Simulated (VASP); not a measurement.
Here is a VASP 6.6.1 calculation.

Contents of INCAR:

```
SYSTEM = SrTiO3
PREC = Accurate ; ENCUT = 520
EDIFF = 1E-6 ; ISMEAR = 0
SIGMA = 0.02 ; LREAL = .False.
LASPH = .True. ; NELM = 150
ALGO = Normal ; ISIF = 2
LWAVE = .False. ; LCHARG = .False.
LMAXMIX = 4 ; LDAU = .True.
LDAUTYPE = 2 ; LDAUL = -1 2 -1
LDAUU = 0 4 0 ; LDAUJ = 0 0 0
LDAUPRINT = 1 ; GGA = PE
NBANDS = 28
```

KPOINTS

```
regular mesh
0
Gamma
  8 8 8
  0 0 0
```

File POSCAR:

```
SrTiO3
1.0
    3.8906637527      0.0000000000      0.0000000000
    0.0000000000      3.8906637527      0.0000000000
    0.0000000000      0.0000000000      3.8906637527
Sr Ti O
1 1 3
Direct
    0.0000000000      0.0000000000      0.0000000000
    0.5000000000      0.5000000000      0.5000000000
    0.5000000000      0.0000000000      0.5000000000
    0.5000000000      0.5000000000      0.0000000000
    0.0000000000      0.5000000000      0.5000000000
```

Potentials or basis: VASP PAW PBE potentials, release 64 (Sr_sv, Ti_sv, O).

Run with:

```console
$ cat potpaw_PBE.64/Sr_sv/POTCAR potpaw_PBE.64/Ti_sv/POTCAR potpaw_PBE.64/O/POTCAR > POTCAR
$ mpirun -np 1 vasp_std > vasp.out
```

**Question.** Estimate the pressure.

**Answer.** 11.1 GPa.

**Question.** What does it give for the band gap on the k mesh?

**Answer.** 2.41 eV, indirect (least direct gap 2.82 eV).

Eigenvalues of the final occupation matrices:
```csv
site,spin,trace,eigenvalues
site 2 d,1,0.83,0.10 0.10 0.10 0.26 0.26
site 2 d,2,0.83,0.10 0.10 0.10 0.26 0.26
```

A k mesh can miss the band edges.
